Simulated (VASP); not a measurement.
# Ta in VASP: notebook

Ta is run at these levels: PBE; tasks: single point.

Everything below comes from runs of VASP 6.6.1. Logs are shortened: lines on timing, memory, paths and dates and some standing lists are left out, and cuts for length are marked.

**1. The cell of the first run**

The cell holds a slab with vacuum, 5 atoms: a = 2.874 Å, b = 2.874 Å, c = 24.388 Å, α = 90.00°, β = 90.00°, γ = 109.47°.

**2. Single point, PBE**

INCAR

```
PREC = Accurate ; ENCUT = 520
EDIFF = 1E-6 ; ISMEAR = 0
SIGMA = 0.1 ; LREAL = False
LASPH = True ; NELM = 80
ALGO = Fast ; ISIF = 2
LWAVE = False ; LCHARG = False
LDIPOL = True ; IDIPOL = 3
DIPOL = 0.5 0.5 0.500 ; GGA = PE
NBANDS = 36
```

KPOINTS

```
Automatic mesh
0
Gamma
  13 13 1
```

POSCAR

```
Ta
1.0
    2.8743851013      0.0000000000      0.0000000000
   -0.9581283671      2.7099962625      0.0000000000
    0.0000000000      0.0000000000     24.3877024301
Ta
5
Direct
    0.5000000000      0.5000000000      0.3075320450
    0.0000000000      0.0000000000      0.4037660225
    0.5000000000      0.5000000000      0.5000000000
    0.0000000000      0.0000000000      0.5962339775
    0.5000000000      0.5000000000      0.6924679550
```

Potentials or basis: VASP PAW PBE potentials, release 64 (Ta_pv).

Launch:

```
$ cat potpaw_PBE.64/Ta_pv/POTCAR > POTCAR
$ mpirun -np 1 vasp_std > vasp.out
```

OUTCAR:

```text
PREC = Accurate
   ENCUT = 520
   EDIFF = 1E-6
   ISMEAR = 0
   LREAL = False
   LASPH = True
   NELM = 80
   ISIF = 2
   GGA = PE

 ion  position               nearest neighbor table
   1  0.500  0.500  0.308-   2 2.87   2 2.87   2 3.32   2 3.32
   2  0.000  0.000  0.404-   1 2.87   3 2.87   1 2.87   3 2.87   1 3.32   3 3.32   1 3.32   3 3.32

   3  0.500  0.500  0.500-   2 2.87   4 2.87   2 2.87   4 2.87   2 3.32   4 3.32   2 3.32   4 3.32

   4  0.000  0.000  0.596-   3 2.87   5 2.87   3 2.87   5 2.87   3 3.32   5 3.32   3 3.32   5 3.32

   5  0.500  0.500  0.692-   4 2.87   4 2.87   4 3.32   4 3.32

  LATTYP: Found a base centered orthorhombic cell.
 ALAT       =     3.3190540240
 B/A-ratio  =     1.4142135624
 C/A-ratio  =     7.3477871267

  Lattice vectors:

 A1 = (   2.8743851013,   0.0000000000,   0.0000000000)
 A2 = (  -0.9581283671,   2.7099962625,   0.0000000000)
 A3 = (   0.0000000000,   0.0000000000,  24.3877024301)

Analysis of symmetry for initial positions (statically):
=====================================================================
 Subroutine PRICEL returns:
 Original cell was already a primitive cell.

 Routine SETGRP: Setting up the symmetry group for a
 base centered orthorhombic supercell.

 Subroutine GETGRP returns: Found  8 space group operations
 (whereof  8 operations were pure point group operations)
 out of a pool of  8 trial point group operations.

The static configuration has the point symmetry D_2h.

Analysis of symmetry for dynamics (positions and initial velocities):
=====================================================================
 Subroutine PRICEL returns:
 Original cell was already a primitive cell.

 Routine SETGRP: Setting up the symmetry group for a
 base centered orthorhombic supercell.

 Subroutine GETGRP returns: Found  8 space group operations
 (whereof  8 operations were pure point group operations)
 out of a pool of  8 trial point group operations.

The dynamic configuration has the point symmetry D_2h.

 Subroutine INISYM returns: Found  8 space group operations
 (whereof  8 operations are pure point group operations),
 and found     1 'primitive' translations

----------------------------------------------------------------------------------------

                                     Primitive cell

  volume of cell :     189.9698

  direct lattice vectors                    reciprocal lattice vectors
[... 103 lines left out ...]
   PSTRESS=    0.0 pullay stress
   NELECT =      55.0000    total number of electrons
   NUPDOWN=      -1.0000    fix difference up-down
   EMIN   =  10.00;   EMAX   =-10.00  energy-range for DOS
   EFERMI =   0.00;   METHOD = LEGACY
   ISMEAR =     0;   SIGMA  =   0.10  broadening in eV -4-tet -1-fermi 0-gaus
   EFERMI_NEDOS =   21; number of points for ismear=-14 and -15
   IALGO  =     68    algorithm
   IMIX   =      4    mixing-type and parameters
     AMIX     =   0.40;   BMIX     =  1.00
     AMIX_MAG =   1.60;   BMIX_MAG =  1.00
  volume/ion in A,a.u.               =      37.99       256.40
  Fermi-wavevector in a.u.,A,eV,Ry     =   1.083014  2.046600 15.958547  1.172920
  Thomas-Fermi vector in A             =   2.219070
   LORBIT       =      0    0 simple, 1 ext, 2 COOP (PROOUT), +10 PAW based schemes
   GGA     = PE    functional components
   LHFCALC =     F    Hartree Fock is set to
   AEXX    =    0.0000 exact exchange contribution
   IVDW    =     0    specifies the selected vdW correction
   LEPSILON=     F    determine dielectric tensor
   LRPA    =     F    only Hartree local field effects (RPA)
 non-spin polarized calculation
 RMM-DIIS sequential band-by-band and
 Gauss-broadening in eV      SIGMA  =   0.10
  energy-cutoff  :      520.00
  volume of cell :      189.97
 maximum number of plane-waves:      5161
 NGX is ok and might be reduce to    24
   NGX = 11   NGY = 11   NGZ = 91

 dipolmoment           0.000000      0.000000      0.000000 electrons x Angstroem

 number of electron      54.9999993 magnetization

 dipolmoment           0.000000      0.000000     -0.000000 electrons x Angstroem

 Free energy of the ion-electron system (eV)
  ---------------------------------------------------
  ext. energy  EPLUGINS =         0.00000000
  ---------------------------------------------------
  free energy    TOTEN  =       -56.72668696 eV

  energy without entropy =      -56.69027192  energy(sigma->0) =      -56.70847944

 E-fermi :   0.2574     XC(G=0):  -6.9230

 val. band max:        0.2485446718   @ k =  -0.2308   0.1538   0.0000
 cond. band min:       0.2642758008   @ k =  -0.3846   0.3077   0.0000
 fundamental gap:      0.0157311290
 Fermi energy:         0.2574467236

 k-point     1 :       0.0000    0.0000    0.0000
  band No.  band energies     occupation
      1     -34.1076      2.00000
      2     -34.0590      2.00000
      3     -33.7055      2.00000
      4     -33.4589      2.00000
      5     -33.4569      2.00000
      6     -33.3590      2.00000
[... 925 lines left out ...]
     35       4.0123      0.00000
     36       4.0440      0.00000

 [... further k-points ...]

------------------------ aborting loop because EDIFF is reached ----------------------------------------

 vacuum level on the upper side and lower side of the slab       (xc-potential included)        -0.161        -0.161

  FORCE on cell =-STRESS in cart. coord.  units (eV):
  Direction    XX          YY          ZZ          XY          YZ          ZX
  --------------------------------------------------------------------------------------
  -------------------------------------------------------------------------------------
  Total       -4.0921840     -4.0560065     -2.9414816      0.0511628      0.0000000      0.0000000
  in kB      -34.5128802    -34.2077642    -24.8080246      0.4314991      0.0000000      0.0000000
  external PRESSURE =     -31.1762230 kB  Pullay stress =       0.0000000 kB

 VOLUME and BASIS-vectors are now :
 -----------------------------------------------------------------------------
  energy-cutoff  :      520.00
  volume of cell :      189.97
      direct lattice vectors                 reciprocal lattice vectors
     2.874385101  0.000000000  0.000000000     0.347900495  0.123001400  0.000000000
    -0.958128367  2.709996262  0.000000000     0.000000000  0.369004199  0.000000000
     0.000000000  0.000000000 24.387702430     0.000000000  0.000000000  0.041004273

 POSITION                                       TOTAL-FORCE (eV/Angst)
 -----------------------------------------------------------------------------------
      0.95813      1.35500      7.50000         0.000000      0.000000      0.519719
      0.00000      0.00000      9.84693        -0.000000      0.000000     -0.418808
      0.95813      1.35500     12.19385         0.000000      0.000000      0.000000
      0.00000      0.00000     14.54078         0.000000      0.000000      0.418808
      0.95813      1.35500     16.88770        -0.000000      0.000000     -0.519719
 -----------------------------------------------------------------------------------
    total drift:                                0.000000     -0.000000     -0.000000

  FREE ENERGIE OF THE ION-ELECTRON SYSTEM (eV)
  ---------------------------------------------------
  free  energy   TOTEN  =       -56.7266869639 eV

  energy  without entropy=      -56.6902719235  energy(sigma->0) =      -56.70847944

 vacuum level on the upper side and lower side of the slab         4.946         4.946
```

OSZICAR:

```text
N       E                     dE             d eps       ncg     rms          rms(c)
DAV:   1     0.491155875980E+03    0.49116E+03   -0.31075E+04  4176   0.139E+03
DAV:   2    -0.406866586169E+02   -0.53184E+03   -0.52213E+03  4136   0.398E+02
DAV:   3    -0.605195520351E+02   -0.19833E+02   -0.19205E+02  4528   0.680E+01
[... 17 lines left out ...]
RMM:  21    -0.567266585995E+02   -0.10711E-04   -0.47670E-06  2917   0.323E-03    0.117E-03
RMM:  22    -0.567266768133E+02   -0.18214E-04   -0.21754E-06  2388   0.240E-03    0.791E-04
RMM:  23    -0.567266849084E+02   -0.80951E-05   -0.95197E-07  2015   0.178E-03    0.625E-04
RMM:  24    -0.567266868859E+02   -0.19775E-05   -0.51517E-07  1772   0.141E-03    0.199E-04
RMM:  25    -0.567266869639E+02   -0.77935E-07   -0.15854E-07  1524   0.118E-03
   1 F= -.56726687E+02 E0= -.56708479E+02  d E =-.364150E-01
```

stdout:

```text
POSCAR found type information on POSCAR Ta
 POSCAR found :  1 types and       5 ions
 scaLAPACK will be used
 LDA part: xc-table for (Slater+PW92), standard interpolation
 POSCAR, INCAR and KPOINTS ok, starting setup
 FFT: planning ... GRIDC
 FFT: planning ... GRID_SOFT
 FFT: planning ... GRID
 WAVECAR not read
 entering main loop
```

Run time: 7.9 min. Hardware: 1 thread of Intel Xeon Platinum 8488C (Sapphire Rapids), shared host; peak memory 0.46 GiB.

What came out:

```yaml
Free_energy: -56.7267 eV
Largest_force: 0.520 eV/Å
Band_gap_on_the_k_mesh: zero (an odd number of electrons rules out a gap without spin polarisation)
```

Forces on the atoms (eV/Å):
```
Ta   0.000  0.000  0.520
Ta   0.000  0.000 -0.419
Ta   0.000  0.000  0.000
Ta   0.000  0.000  0.419
Ta   0.000  0.000 -0.520
```

Levels at points of the mesh, in eV from the Fermi level:
```csv
k point,band 24,band 25,band 26,band 27,band 28,band 29,band 30,band 31
"(0.00, 0.00, 0.00)",-0.34,-0.33,-0.04,0.27,0.42,0.52,0.65,1.04
```

Caveat: spin-orbit coupling is left out, which moves the levels of the heavy elements.

**3. Single point, PBE**

INCAR

```
ALGO = Fast
DIPOL = 0.5 0.5 0.500
EDIFF = 1E-6
ENCUT = 520
GGA = PE
IDIPOL = 3
ISIF = 2
ISMEAR = 0
LASPH = True
LCHARG = False
LDIPOL = True
LREAL = False
LWAVE = False
NBANDS = 36
NELM = 80
PREC = Accurate
SIGMA = 0.1
```

KPOINTS

```
k-points
0
Gamma
  13 13 1
```

POSCAR

```
Ta
1.0
    2.8743851013      0.0000000000      0.0000000000
   -0.9581283671      2.7099962625      0.0000000000
    0.0000000000      0.0000000000     24.3877024301
Ta
5
Direct
    0.5000000000      0.5000000000      0.3120339112
    0.0000000000      0.0000000000      0.4039971152
    0.5000000000      0.5000000000      0.4999999991
    0.0000000000      0.0000000000      0.5960028785
    0.5000000000      0.5000000000      0.6879660961
```

Potentials or basis: VASP PAW PBE potentials, release 64 (Ta_pv).

Launch:

```
$ cat potpaw_PBE.64/Ta_pv/POTCAR > POTCAR
$ mpirun -np 1 vasp_std > vasp.out
```

Run time: 9.8 min. Hardware: 1 thread of Intel Xeon Platinum 8488C (Sapphire Rapids), shared host; peak memory 0.46 GiB.

The run converged. Its results:

```yaml
Free_energy: -56.7835 eV
Largest_force: 0.007 eV/Å
Band_gap_on_the_k_mesh: zero (an odd number of electrons rules out a gap without spin polarisation)
```

Forces on the atoms (eV/Å):
```
Ta   0.000  0.000 -0.004
Ta   0.000  0.000 -0.007
Ta   0.000  0.000  0.000
Ta   0.000  0.000  0.007
Ta   0.000  0.000  0.004
```

Levels at points of the mesh, in eV from the Fermi level:
```csv
k point,band 23,band 24,band 25,band 26,band 27,band 28,band 29,band 30,band 31,band 32
"(0.00, 0.00, 0.00)",-0.62,-0.41,-0.34,0.07,0.44,0.51,0.60,0.86,0.87,1.45
```

Caveat: spin-orbit coupling is left out, which moves the levels of the heavy elements.

**4. Single point, PBE**

INCAR

```
SYSTEM = Ta
PREC = Accurate
ENCUT = 520
EDIFF = 1E-7
ISMEAR = 0
SIGMA = 0.1
LREAL = .False.
LASPH = .True.
NELM = 80
ALGO = Fast
ISIF = 2
LWAVE = .False.
LCHARG = .False.
LDIPOL = .True.
IDIPOL = 3
DIPOL = 0.5 0.5 0.500
GGA = PE
NBANDS = 36
```

KPOINTS

```
Automatic mesh
0
Gamma
  13 13 1
  0 0 0
```

POSCAR is that of step 3.

Launch:

```
$ cat potpaw_PBE.64/Ta_pv/POTCAR > POTCAR
$ mpirun -np 1 vasp_std > vasp.out
```

It took 11 min on 1 thread of Intel Xeon Platinum 8488C (Sapphire Rapids), shared host; peak memory 0.47 GiB.

The run converged. Its results:

* Free energy: -56.7835 eV
* Largest force: 0.007 eV/Å
* Band gap on the k mesh: zero (an odd number of electrons rules out a gap without spin polarisation)

Forces in eV/Å, atoms in the order of the input:
```
Ta   0.000  0.000 -0.004
Ta   0.000  0.000 -0.007
Ta   0.000  0.000  0.000
Ta   0.000  0.000  0.007
Ta   0.000  0.000  0.004
```

Levels at points of the mesh, in eV from the Fermi level:
```tsv
k point	band 23	band 24	band 25	band 26	band 27	band 28	band 29	band 30	band 31	band 32
(0.00, 0.00, 0.00)	-0.62	-0.42	-0.34	0.07	0.44	0.51	0.60	0.86	0.87	1.45
```

Caveat: spin-orbit coupling is left out, which moves the levels of the heavy elements.

**5. The runs side by side**

| cell | further INCAR settings | gap on the mesh (eV) | largest force (eV/Å) |
| --- | --- | --- | --- |
| as given, atomic positions A | ALGO = Fast; EDIFF = 1e-06; NBANDS = 36 | none | 0.52 |
| as given, atomic positions B | ALGO = Fast; EDIFF = 1e-06; NBANDS = 36 | none | 0.01 |
| as given, atomic positions B | ALGO = Fast; EDIFF = 1e-07; NBANDS = 36 | none | 0.01 |

Alike in all rows: task single point; level PBE; potentials or basis VASP PAW PBE potentials, release 64 (Ta_pv); no spin polarisation; k mesh 13 × 13 × 1; cutoff (eV) 520; smearing gaussian 0.1 eV.

Caveats: spin-orbit coupling is left out, which moves the levels of the heavy elements.

Absolute energies hang on the potentials; compare differences alone.
